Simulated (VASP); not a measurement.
# AlN (AlN (P6_3mc)) in VASP: single point with PBE

Aim: the single point of AlN (AlN (P6_3mc)) with PBE.

All numbers are computed with VASP 6.6.1; they aren't measurements. Logs are shortened: lines on timing, memory, paths and dates and some standing lists are left out, and cuts for length are marked.

## 1. The cell of the first run

The typed cell holds 16 atoms: a = 6.260 Å, b = 6.260 Å, c = 5.017 Å, α = 90.00°, β = 90.00°, γ = 120.00°.

## 2. Single point, PBE

INCAR reads:

```
SYSTEM = AlN
  ALGO = Normal
  EDIFF = 1E-6
  ENCUT = 600
  GGA = PE
  GGA_COMPAT = .FALSE.
  ISIF = 2
  ISMEAR = -1
  LASPH = .TRUE.
  LCHARG = .FALSE.
  LREAL = .FALSE.
  LWAVE = .FALSE.
  NBANDS = 46
  NELM = 120
  PREC = Accurate
  SIGMA = 0.01
```

KPOINTS reads:

```
Automatic mesh
0
Gamma
  1 1 2
  0.25 0.25 0.25
```

POSCAR reads:

```
AlN
1.0
    6.2595139086      0.0000000608      0.0000000000
   -3.1297570086      5.4208980308      0.0000000000
    0.0000000000      0.0000000000      5.0174032950
Al N
8 8
Direct
    0.3335522861      0.1664662598      0.5000248652
    0.3335522861      0.6664662598      0.5000248652
    0.8335522861      0.1664662598      0.5000248652
    0.8335522861      0.6664662598      0.5000248652
    0.1664662598      0.3335522861      0.0000248652
    0.1664662598      0.8335522861      0.0000248652
    0.6664662598      0.3335522861      0.0000248652
    0.6664662598      0.8335522861      0.0000248652
    0.3319614870      0.1680199671      0.8799751348
    0.1680199671      0.3319614870      0.3799751348
    0.3319614870      0.6680199671      0.8799751348
    0.1680199671      0.8319614870      0.3799751348
    0.8319614870      0.1680199671      0.8799751348
    0.6680199671      0.3319614870      0.3799751348
    0.8319614870      0.6680199671      0.8799751348
    0.6680199671      0.8319614870      0.3799751348
```

Potentials or basis: VASP PAW PBE potentials, release 64 (Al, N).

The run is started by

```sh
$ cat potpaw_PBE.64/Al/POTCAR potpaw_PBE.64/N/POTCAR > POTCAR
$ mpirun -np 1 vasp_std > vasp.out
```

OUTCAR:

```text
SYSTEM = AlN
   EDIFF = 1E-6
   ENCUT = 600
   GGA = PE
   ISIF = 2
   ISMEAR = -1
   LASPH = .TRUE.
   LREAL = .FALSE.
   NELM = 120
   PREC = Accurate

 ion  position               nearest neighbor table
   1  0.334  0.166  0.500-  10 1.89   9 1.91  14 1.91  12 1.91   7 3.09   7 3.09   6 3.09   6 3.09
                             5 3.09   5 3.09   3 3.13   3 3.13   4 3.13   4 3.13   2 3.13   2 3.13
   2  0.334  0.666  0.500-  12 1.89  11 1.91  16 1.91  10 1.91   8 3.09   8 3.09   5 3.09   5 3.09
                             6 3.09   6 3.09   4 3.13   4 3.13   3 3.13   3 3.13   1 3.13   1 3.13
   3  0.834  0.166  0.500-  14 1.89  13 1.91  10 1.91  16 1.91   5 3.09   5 3.09   8 3.09   8 3.09
                             7 3.09   7 3.09   1 3.13   1 3.13   2 3.13   2 3.13   4 3.13   4 3.13
   4  0.834  0.666  0.500-  16 1.89  15 1.91  12 1.91  14 1.91   6 3.09   6 3.09   7 3.09   7 3.09
                             8 3.09   8 3.09   2 3.13   2 3.13   1 3.13   1 3.13   3 3.13   3 3.13
   5  0.166  0.334  0.000-   9 1.89  10 1.91  11 1.91  13 1.91   3 3.09   3 3.09   2 3.09   2 3.09
                             1 3.09   1 3.09   7 3.13   7 3.13   8 3.13   8 3.13   6 3.13   6 3.13
   6  0.166  0.834  0.000-  11 1.89  12 1.91   9 1.91  15 1.91   4 3.09   4 3.09   1 3.09   1 3.09
                             2 3.09   2 3.09   8 3.13   8 3.13   7 3.13   7 3.13   5 3.13   5 3.13
   7  0.666  0.334  0.000-  13 1.89  14 1.91  15 1.91   9 1.91   1 3.09   1 3.09   4 3.09   4 3.09
                             3 3.09   3 3.09   5 3.13   5 3.13   6 3.13   6 3.13   8 3.13   8 3.13
   8  0.666  0.834  0.000-  15 1.89  16 1.91  13 1.91  11 1.91   2 3.09   2 3.09   3 3.09   3 3.09
                             4 3.09   4 3.09   6 3.13   6 3.13   5 3.13   5 3.13   7 3.13   7 3.13
   9  0.332  0.168  0.880-   5 1.89   1 1.91   6 1.91   7 1.91
[... 14 lines left out ...]
 A1 = (   6.2595139086,   0.0000000608,   0.0000000000)
 A2 = (  -3.1297570086,   5.4208980308,   0.0000000000)
 A3 = (   0.0000000000,   0.0000000000,   5.0174032950)

Analysis of symmetry for initial positions (statically):
=====================================================================
 Subroutine PRICEL returns following result:

  LATTYP: Found a hexagonal cell.
 ALAT       =     3.1297569543
 C/A-ratio  =     1.6031287312

  Lattice vectors:

 A1 = (   3.1297569543,   0.0000000304,   0.0000000000)
 A2 = (  -1.5648785043,   2.7104490154,   0.0000000000)
 A3 = (   0.0000000000,   0.0000000000,   5.0174032950)

   4 primitive cells build up your supercell.

 Routine SETGRP: Setting up the symmetry group for a
 hexagonal supercell.

 Subroutine GETGRP returns: Found  2 space group operations
 (whereof  1 operations were pure point group operations)
 out of a pool of 24 trial point group operations.

The static configuration has the point symmetry C_1 .
 The point group associated with its full space group is C_1h.

Analysis of symmetry for dynamics (positions and initial velocities):
=====================================================================
 Subroutine PRICEL returns following result:

  LATTYP: Found a hexagonal cell.
 ALAT       =     3.1297569543
 C/A-ratio  =     1.6031287312

  Lattice vectors:

 A1 = (   3.1297569543,   0.0000000304,   0.0000000000)
 A2 = (  -1.5648785043,   2.7104490154,   0.0000000000)
 A3 = (   0.0000000000,   0.0000000000,   5.0174032950)

   4 primitive cells build up your supercell.

 Routine SETGRP: Setting up the symmetry group for a
 hexagonal supercell.

 Subroutine GETGRP returns: Found  2 space group operations
 (whereof  1 operations were pure point group operations)
 out of a pool of 24 trial point group operations.

The dynamic configuration has the point symmetry C_1 .
 The point group associated with its full space group is C_1h.

 Subroutine INISYM returns: Found  2 space group operations
 (whereof  1 operations are pure point group operations),
 and found     4 'primitive' translations

----------------------------------------------------------------------------------------

                                     Primitive cell

  volume of cell :      42.5629

  direct lattice vectors                    reciprocal lattice vectors
     3.129756954  0.000000030  0.000000000     0.319513626  0.184471282  0.000000000
    -1.564878504  2.710449015  0.000000000    -0.000000004  0.368942558  0.000000000
     0.000000000  0.000000000  5.017403295     0.000000000  0.000000000  0.199306283

  length of vectors
     3.129756954  3.129756955  5.017403295     0.368942559  0.368942558  0.199306283

  position of ions in fractional coordinates (direct lattice)
     0.667104572  0.332932520  0.500024865
     0.332932520  0.667104572  0.000024865
     0.663922974  0.336039934  0.879975135
     0.336039934  0.663922974  0.379975135

  ion indices of the primitive-cell ions
   primitive index   ion index
                 1           1
                 2           5
                 3           9
                 4          10

----------------------------------------------------------------------------------------

 KPOINTS: Automatic mesh

Automatic generation of k-mesh.
 Grid dimensions read from file:
 generate k-points for:    1    1    2

 Generating k-lattice:

  Cartesian coordinates                     Fractional coordinates (reciprocal lattice)
     0.159756813  0.092235641  0.000000000     1.000000000  0.000000000  0.000000000
    -0.000000002  0.184471279  0.000000000    -0.000000000  1.000000000  0.000000000
     0.000000000  0.000000000  0.099653141     0.000000000  0.000000000  0.500000000

  Length of vectors
     0.184471279  0.184471279  0.099653141

  Shift w.r.t. Gamma in fractional coordinates (k-lattice)
     0.250000000  0.250000000  0.250000000

 Subroutine IBZKPT returns following result:
 ===========================================

 Found      8 irreducible k-points:

 Following reciprocal coordinates:
            Coordinates               Weight
  0.250000  0.250000  0.125000      2.000000
 -0.250000  0.500000  0.125000      4.000000
  0.500000  0.250000  0.125000      4.000000
 -0.250000 -0.250000  0.125000      2.000000
  0.250000  0.250000 -0.375000      2.000000
 -0.250000  0.500000 -0.375000      4.000000
  0.500000  0.250000 -0.375000      4.000000
 -0.250000 -0.250000 -0.375000      2.000000
   k-points           NKPTS =      8   k-points in BZ     NKDIM =      8   number of bands    NBANDS=     46
   number of dos      NEDOS =    301   number of ions     NIONS =     16
   total plane-waves  NPLWV = 100000
   dimension x,y,z NGX =    50 NGY =   50 NGZ =   40
   dimension x,y,z NGXF=   100 NGYF=  100 NGZF=   80
   ions per type =               8   8
   NGX,Y,Z   is equivalent  to a cutoff of  13.28, 13.28, 13.25 a.u.
   NGXF,Y,Z  is equivalent  to a cutoff of  26.56, 26.56, 26.51 a.u.
 SYSTEM =  AlN
   PREC   = accura    normal or accurate (medium, high low for compatibility)
   ISTART =      0    job   : 0-new  1-cont  2-samecut
   ICHARG =      2    charge: 1-file 2-atom 10-const
   ISPIN  =      1    spin polarized calculation?
   LNONCOLLINEAR =      F non collinear calculations
   LSORBIT =      F    spin-orbit coupling
   LASPH  =      T    aspherical Exc in radial PAW
   ENCUT  =  600.0 eV  44.10 Ry    6.64 a.u.  12.50 12.50 10.02*2*pi/ulx,y,z
   NELM   =    120;   NELMIN=  2; NELMDL= -5     # of ELM steps
   EDIFF  = 0.1E-05   stopping-criterion for ELM
   LREAL  =      F    real-space projection
   EDIFFG = 0.1E-04   stopping-criterion for IOM
   NSW    =      0    number of steps for IOM
   IBRION =     -1    ionic relax: 0-MD 1-quasi-New 2-CG
   NFREE  =      0    steps in history (QN), initial steepest desc. (CG)
   ISIF   =      2    stress and relaxation
   ISYM   =      2    0-nonsym 1-usesym 2-fastsym
   POTIM  = 0.5000    time-step for ionic-motion
   TEBEG  =    0.0;   TEEND  =   0.0 temperature during run
   PSTRESS=    0.0 pullay stress
   NELECT =      64.0000    total number of electrons
   NUPDOWN=      -1.0000    fix difference up-down
   EMIN   =  10.00;   EMAX   =-10.00  energy-range for DOS
   EFERMI =   0.00;   METHOD = LEGACY
   ISMEAR =    -1;   SIGMA  =   0.01  broadening in eV -4-tet -1-fermi 0-gaus
   EFERMI_NEDOS =   21; number of points for ismear=-14 and -15
   IALGO  =     38    algorithm
   IMIX   =      4    mixing-type and parameters
     AMIX     =   0.40;   BMIX     =  1.00
     AMIX_MAG =   1.60;   BMIX_MAG =  1.00
  volume/ion in A,a.u.               =      10.64        71.81
  Fermi-wavevector in a.u.,A,eV,Ry     =   1.181511  2.232733 18.993310  1.395969
  Thomas-Fermi vector in A             =   2.317783
   LORBIT       =      0    0 simple, 1 ext, 2 COOP (PROOUT), +10 PAW based schemes
   GGA     = PE    functional components
   LHFCALC =     F    Hartree Fock is set to
   AEXX    =    0.0000 exact exchange contribution
   IVDW    =     0    specifies the selected vdW correction
   LEPSILON=     F    determine dielectric tensor
   LRPA    =     F    only Hartree local field effects (RPA)
 non-spin polarized calculation
  energy-cutoff  :      600.00
  volume of cell :      170.25
 maximum number of plane-waves:      5678
   NGX = 25   NGY = 25   NGZ = 21

 number of electron      63.9999994 magnetization

 Free energy of the ion-electron system (eV)
  ---------------------------------------------------
  ext. energy  EPLUGINS =         0.00000000
  ---------------------------------------------------
  free energy    TOTEN  =      -120.66865850 eV

  energy without entropy =     -120.66865850  energy(sigma->0) =     -120.66865850

 E-fermi :   5.8297     XC(G=0): -10.8437

 val. band max:        5.5609006936   @ k =  -0.2500  -0.2500   0.1250
 cond. band min:      11.2966388877   @ k =  -0.2500   0.5000   0.1250
 fundamental gap:      5.7357381941
 Fermi energy:         5.8296948682

 k-point     1 :       0.2500    0.2500    0.1250
  band No.  band energies     occupation
      1      -8.5439      2.00000
      2      -7.9122      2.00000
      3      -7.9122      2.00000
      4      -6.8895      2.00000
      5      -6.8854      2.00000
      6      -6.6391      2.00000
[... 365 lines left out ...]
     43      14.7928      0.00000
     44      14.8580      0.00000
 [bands above 44 left out]

------------------------ aborting loop because EDIFF is reached ----------------------------------------

  FORCE on cell =-STRESS in cart. coord.  units (eV):
  Direction    XX          YY          ZZ          XY          YZ          ZX
  --------------------------------------------------------------------------------------
  -------------------------------------------------------------------------------------
  Total       -1.9066527     -2.9455378      2.4931585     -0.8997009     -0.0037883     -0.0021872
  in kB      -17.9428449    -27.7194315     23.4622476     -8.4667719     -0.0356508     -0.0205830
  external PRESSURE =      -7.4000096 kB  Pullay stress =       0.0000000 kB

 VOLUME and BASIS-vectors are now :
 -----------------------------------------------------------------------------
  energy-cutoff  :      600.00
  volume of cell :      170.25
      direct lattice vectors                 reciprocal lattice vectors
     6.259513909  0.000000061  0.000000000     0.159756813  0.092235641  0.000000000
    -3.129757009  5.420898031  0.000000000    -0.000000002  0.184471279  0.000000000
     0.000000000  0.000000000  5.017403295     0.000000000  0.000000000  0.199306283

 POSITION                                       TOTAL-FORCE (eV/Angst)
 -----------------------------------------------------------------------------------
      1.56688      0.90240      2.50883         0.115697     -0.068597      0.010652
      0.00200      3.61285      2.50883         0.115697     -0.068597      0.010652
      4.69663      0.90240      2.50883         0.115697     -0.068597      0.010652
      3.13175      3.61285      2.50883         0.115697     -0.068597      0.010652
     -0.00194      1.80815      0.00012        -0.117255      0.065898      0.010652
     -1.56682      4.51860      0.00012        -0.117255      0.065898      0.010652
[... 8 lines left out ...]
      3.11693      3.62127      4.41519         0.179179     -0.101649     -0.010652
      1.57764      4.50998      1.90649        -0.177620      0.104349     -0.010652
 -----------------------------------------------------------------------------------
    total drift:                                0.000002      0.000004      0.001532

  FREE ENERGIE OF THE ION-ELECTRON SYSTEM (eV)
  ---------------------------------------------------
  free  energy   TOTEN  =      -120.6686584950 eV

  energy  without entropy=     -120.6686584950  energy(sigma->0) =     -120.66865850
```

Run time: 45 s. Hardware: 1 thread of Intel Xeon 6975P-C (Granite Rapids), shared host; peak memory 0.31 GiB.

Results:

```
Free energy            : -120.6687 eV
Pressure               : -0.7 GPa
Largest force          : 0.206 eV/Å
Band gap on the k mesh : 5.74 eV
```

Forces in eV/Å, atoms in the order of the input:
```
Al   0.116 -0.069  0.011
Al   0.116 -0.069  0.011
Al   0.116 -0.069  0.011
Al   0.116 -0.069  0.011
Al  -0.117  0.066  0.011
Al  -0.117  0.066  0.011
Al  -0.117  0.066  0.011
Al  -0.117  0.066  0.011
N    0.179 -0.102 -0.011
N   -0.178  0.104 -0.011
N    0.179 -0.102 -0.011
N   -0.178  0.104 -0.011
N    0.179 -0.102 -0.011
N   -0.178  0.104 -0.011
N    0.179 -0.102 -0.011
N   -0.178  0.104 -0.011
```

Caveat: the k points lie up to 1.16 Å⁻¹ apart.
